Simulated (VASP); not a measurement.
# FeSi8 (P-43m) in VASP: single point with PBE

Aim: the single point of FeSi8 with PBE.

Program: VASP 6.6.1. These are calculated values, not measurements. Logs are shortened: lines on timing, memory, paths and dates and some standing lists are left out, and cuts for length are marked.

### 1 The cell of the first run

The structure is cubic, space group P-43m (No. 215). The conventional cell has a = 5.470 Å, b = 5.470 Å, c = 5.470 Å, α = 90.00°, β = 90.00°, γ = 90.00°. Within 3.1 Å of Fe (site symmetry -43m) lie 10 Si at 2.37 to 2.73 Å. Si (site symmetry -43m) has 4 Si at 2.37 Å within 3.1 Å. Si (site symmetry -42m) has 4 Si at 2.37 Å and 2 Fe at 2.73 Å within 3.1 Å. Si (site symmetry 3m) has 1 Fe at 2.37 Å and 4 Si at 2.37 Å within 3.1 Å.

### 2 Single point, PBE, collinear spin, ferromagnetic start

The input, INCAR:

```
ALGO = Normal
EDIFF = 1E-6
ENCUT = 600
GGA = PE
GGA_COMPAT = F
ISIF = 2
ISMEAR = -1
ISPIN = 2
LASPH = T
LCHARG = F
LMAXMIX = 4
LORBIT = 11
LREAL = F
LWAVE = F
MAGMOM = 2 0 0 0 0 0 0 0 0
NBANDS = 34
NELM = 200
PREC = Accurate
SIGMA = 0.1
```

The input, KPOINTS:

```
k-points
0
Gamma
  1 1 1
```

The input, POSCAR:

```
FeSi8
1.0
    5.4700000000      0.0000000000      0.0000000000
    0.0000000000      5.4700000000      0.0000000000
    0.0000000000      0.0000000000      5.4700000000
Fe Si
1 8
Direct
    0.5000000000      0.5000000000      0.5000000000
    0.0000000000      0.0000000000      0.0000000000
    0.0000000000      0.5000000000      0.5000000000
    0.5000000000      0.0000000000      0.5000000000
    0.5000000000      0.5000000000      0.0000000000
    0.2500000000      0.2500000000      0.2500000000
    0.2500000000      0.7500000000      0.7500000000
    0.7500000000      0.2500000000      0.7500000000
    0.7500000000      0.7500000000      0.2500000000
```

Potentials or basis: VASP PAW PBE potentials, release 64 (Fe, Si).

Run with:

```
$ cat potpaw_PBE.64/Fe/POTCAR potpaw_PBE.64/Si/POTCAR > POTCAR
$ mpirun -np 1 vasp_gam > vasp.out
```

OUTCAR:

```text
EDIFF = 1E-6
   ENCUT = 600
   GGA = PE
   ISIF = 2
   ISMEAR = -1
   ISPIN = 2
   LASPH = T
   LORBIT = 11
   LREAL = F
   NELM = 200
   PREC = Accurate

 ion  position               nearest neighbor table
   1  0.500  0.500  0.500-   6 2.37   7 2.37   8 2.37   9 2.37   4 2.73   5 2.73   3 2.73   5 2.73
                             4 2.73   3 2.73
   2  0.000  0.000  0.000-   6 2.37   7 2.37   8 2.37   9 2.37
   3  0.000  0.500  0.500-   6 2.37   7 2.37   8 2.37   9 2.37   1 2.73   1 2.73
   4  0.500  0.000  0.500-   6 2.37   7 2.37   8 2.37   9 2.37   1 2.73   1 2.73
   5  0.500  0.500  0.000-   6 2.37   7 2.37   8 2.37   9 2.37   1 2.73   1 2.73
   6  0.250  0.250  0.250-   1 2.37   2 2.37   3 2.37   4 2.37   5 2.37
   7  0.250  0.750  0.750-   1 2.37   2 2.37   3 2.37   4 2.37   5 2.37
   8  0.750  0.250  0.750-   1 2.37   2 2.37   3 2.37   4 2.37   5 2.37
   9  0.750  0.750  0.250-   1 2.37   2 2.37   3 2.37   4 2.37   5 2.37

  LATTYP: Found a simple cubic cell.
 ALAT       =     5.4700000000

  Lattice vectors:

 A1 = (   5.4700000000,   0.0000000000,   0.0000000000)
 A2 = (   0.0000000000,   5.4700000000,   0.0000000000)
 A3 = (   0.0000000000,   0.0000000000,   5.4700000000)

Analysis of symmetry for initial positions (statically):
=====================================================================
 Subroutine PRICEL returns:
 Original cell was already a primitive cell.

 Routine SETGRP: Setting up the symmetry group for a
 simple cubic supercell.

 Subroutine GETGRP returns: Found 24 space group operations
 (whereof 24 operations were pure point group operations)
 out of a pool of 48 trial point group operations.

The static configuration has the point symmetry T_d .

Analysis of symmetry for dynamics (positions and initial velocities):
=====================================================================
 Subroutine PRICEL returns:
 Original cell was already a primitive cell.

 Routine SETGRP: Setting up the symmetry group for a
 simple cubic supercell.

 Subroutine GETGRP returns: Found 24 space group operations
 (whereof 24 operations were pure point group operations)
 out of a pool of 48 trial point group operations.

The dynamic configuration has the point symmetry T_d .

Analysis of structural, dynamic, and magnetic symmetry:
=====================================================================
 Subroutine PRICEL returns:
[... 142 lines left out ...]
  ---------------------------------------------------
  free energy    TOTEN  =       -44.75707570 eV

  energy without entropy =      -44.42981430  energy(sigma->0) =      -44.59344500

 E-fermi :   6.0891     XC(G=0):  -9.9039

 val. band max:        6.0090887135   @ k =   0.0000   0.0000   0.0000
 cond. band min:       6.4338794160   @ k =   0.0000   0.0000   0.0000
 fundamental gap:      0.4247907025
 Fermi energy:         6.0891216231

 spin component 1

 k-point     1 :       0.0000    0.0000    0.0000
  band No.  band energies     occupation
      1      -6.1048      1.00000
      2      -2.2478      1.00000
      3      -2.0536      1.00000
      4      -2.0536      1.00000
      5      -2.0286      1.00000
      6      -2.0286      1.00000
[... 24 lines left out ...]
     31       9.1402      0.00000
     32      13.7143      0.00000
 Fermi energy:         6.0891216231

 spin component 2

 k-point     1 :       0.0000    0.0000    0.0000
  band No.  band energies     occupation
      1      -5.8304      1.00000
      2      -2.0061      1.00000
      3      -1.7745      1.00000
      4      -1.7745      1.00000
      5      -1.7745      1.00000
      6      -1.6544      1.00000
[... 24 lines left out ...]
     31       9.4176      0.00000
     32      13.8774      0.00000
 [bands above 32 left out]

------------------------ aborting loop because EDIFF is reached ----------------------------------------

  FORCE on cell =-STRESS in cart. coord.  units (eV):
  Direction    XX          YY          ZZ          XY          YZ          ZX
  --------------------------------------------------------------------------------------
  -------------------------------------------------------------------------------------
  Total       -2.4079392     -2.4079392     -2.4079392     -0.0000000      0.0000000      0.0000000
  in kB      -23.5718742    -23.5718742    -23.5718742     -0.0000000      0.0000000      0.0000000
  external PRESSURE =     -23.5718742 kB  Pullay stress =       0.0000000 kB

 VOLUME and BASIS-vectors are now :
 -----------------------------------------------------------------------------
  energy-cutoff  :      600.00
  volume of cell :      163.67
      direct lattice vectors                 reciprocal lattice vectors
     5.470000000  0.000000000  0.000000000     0.182815356  0.000000000  0.000000000
     0.000000000  5.470000000  0.000000000     0.000000000  0.182815356  0.000000000
     0.000000000  0.000000000  5.470000000     0.000000000  0.000000000  0.182815356

 POSITION                                       TOTAL-FORCE (eV/Angst)
 -----------------------------------------------------------------------------------
      2.73500      2.73500      2.73500         0.000000     -0.000000      0.000000
      0.00000      0.00000      0.00000         0.000000     -0.000000      0.000000
      0.00000      2.73500      2.73500         0.000000     -0.000000      0.000000
      2.73500      0.00000      2.73500         0.000000     -0.000000      0.000000
      2.73500      2.73500      0.00000         0.000000     -0.000000      0.000000
      1.36750      1.36750      1.36750         1.043753      1.043753      1.043753
      1.36750      4.10250      4.10250         1.043753     -1.043753     -1.043753
      4.10250      1.36750      4.10250        -1.043753      1.043753     -1.043753
      4.10250      4.10250      1.36750        -1.043753     -1.043753      1.043753
 -----------------------------------------------------------------------------------
    total drift:                               -0.000000     -0.000000     -0.000000

  FREE ENERGIE OF THE ION-ELECTRON SYSTEM (eV)
  ---------------------------------------------------
  free  energy   TOTEN  =       -44.7570756964 eV

  energy  without entropy=      -44.4298143044  energy(sigma->0) =      -44.59344500

 total charge

# of ion       s       p       d       tot
------------------------------------------
    1        0.567   0.460   6.302   7.329
    2        0.818   0.834   0.000   1.652
    3        0.682   0.903   0.000   1.585
    4        0.682   0.903   0.000   1.585
    5        0.682   0.903   0.000   1.585
    6        0.699   0.952   0.000   1.651
    7        0.699   0.952   0.000   1.651
    8        0.699   0.952   0.000   1.651
    9        0.699   0.952   0.000   1.651
--------------------------------------------------
tot          6.226   7.811   6.302  20.338

 magnetization (x)

# of ion       s       p       d       tot
------------------------------------------
    1        0.082   0.002   0.751   0.836
    2        0.014   0.055   0.000   0.068
    3        0.015   0.158   0.000   0.172
    4        0.015   0.158   0.000   0.172
    5        0.015   0.158   0.000   0.172
    6        0.005   0.068   0.000   0.073
    7        0.005   0.068   0.000   0.073
    8        0.005   0.068   0.000   0.073
    9        0.005   0.068   0.000   0.073
--------------------------------------------------
tot          0.161   0.801   0.751   1.712
```

OSZICAR:

```text
N       E                     dE             d eps       ncg     rms          rms(c)
DAV:   1     0.307242683013E+03    0.30724E+03   -0.17813E+04   136   0.121E+03
DAV:   2    -0.167752713042E+02   -0.32402E+03   -0.27315E+03   168   0.271E+02
[... 16 lines left out ...]
DAV:  19    -0.447570392822E+02   -0.36349E-04   -0.48101E-04   188   0.877E-02    0.455E-02
DAV:  20    -0.447570623249E+02   -0.23043E-04   -0.67706E-04   196   0.107E-01    0.195E-02
DAV:  21    -0.447570710144E+02   -0.86894E-05   -0.87427E-05   192   0.352E-02    0.148E-02
DAV:  22    -0.447570743233E+02   -0.33089E-05   -0.66414E-05   148   0.342E-02    0.101E-02
DAV:  23    -0.447570754740E+02   -0.11507E-05   -0.26450E-05   152   0.209E-02    0.457E-03
DAV:  24    -0.447570756964E+02   -0.22245E-06   -0.62756E-06   108   0.998E-03
   1 F= -.44757076E+02 E0= -.44593445E+02  d E =-.327261E+00  mag=     2.9469
```

stdout:

```text
POSCAR found type information on POSCAR FeSi
 POSCAR found :  2 types and       9 ions
 scaLAPACK will be used
 LDA part: xc-table for (Slater+PW92), standard interpolation
 POSCAR, INCAR and KPOINTS ok, starting setup
 FFT: planning ... GRIDC
 FFT: planning ... GRID_SOFT
 FFT: planning ... GRID
 WAVECAR not read
 entering main loop
```

Run time: 74 s. Hardware: 1 thread of Intel Xeon Platinum 8488C (Sapphire Rapids), shared host; peak memory 0.38 GiB.

Results:

```
Free energy                                           : -44.7571 eV
Pressure                                              : -2.4 GPa
Band gap on the k mesh                                : 0.42 eV
Net moment                                            : 2.95 μB per cell
Site moments                                          : Fe +0.84; Si +0.07, +0.17 μB
Valence electrons inside the program's atomic spheres : Fe 7.33; Si 1.65, 1.58
```

Caveat: the k points lie up to 1.15 Å⁻¹ apart. A k mesh can miss the band edges.
